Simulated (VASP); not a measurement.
Wanted: the native input for a VASP 6.6.1 run.

* Task: single point
* Functional: PBE
* Potentials or basis: VASP PAW PBE potentials, release 64 (Lu)
* Cutoff: 520 eV
* k mesh: 9 × 9 × 5
* Occupations: fermi-dirac, width 0.05 eV
* Spin: no spin polarisation
* Dipole correction: no
* Further INCAR settings: ALGO = Fast; EDIFF = 1e-07; NBANDS = 32

The structure of Lu lies in POSCAR:

```
Lu
1.0
    3.5031000000      0.0000000000      0.0000000000
   -1.7515500000      3.0337735920      0.0000000000
    0.0000000000      0.0000000000      5.5509000000
Lu
2
Direct
    0.6687240000      0.3340780000      0.7522110000
    0.3321500000      0.6592670000      0.2488660000
```

This cell differs from its parent crystal: atoms moved at random.

These files were run (other wordings do the same):

INCAR

```
PREC = Accurate
ENCUT = 520
EDIFF = 1E-7
ISMEAR = -1
SIGMA = 0.05
LREAL = False
LASPH = True
NELM = 100
ALGO = Fast
ISIF = 2
LWAVE = False
LCHARG = False
GGA = PE
NBANDS = 32
```

KPOINTS

```
Automatic mesh
0
Gamma
  9 9 5
```

Potentials or basis: VASP PAW PBE potentials, release 64 (Lu).

Run with:

```sh
$ cat potpaw_PBE.64/Lu/POTCAR > POTCAR
$ mpirun -np 1 vasp_std > vasp.out
```

Results of the run:

```yaml
Pressure: -0.4 GPa
Largest_force: 0.084 eV/Å
Band_gap_on_the_k_mesh: zero (band 25 reaches 3.01 eV, above the bottom of band 26 at 1.58 eV)
```

Caveat: the cell differs from its parent crystal (atoms moved at random); spin-orbit coupling is left out, which moves the levels of the heavy elements.

Wall time 17 min on 1 thread of Intel(R) Xeon(R) Platinum 8259CL CPU @ 2.50GHz (Skylake/Cascade Lake), on a shared host, peak memory 0.43 GiB.
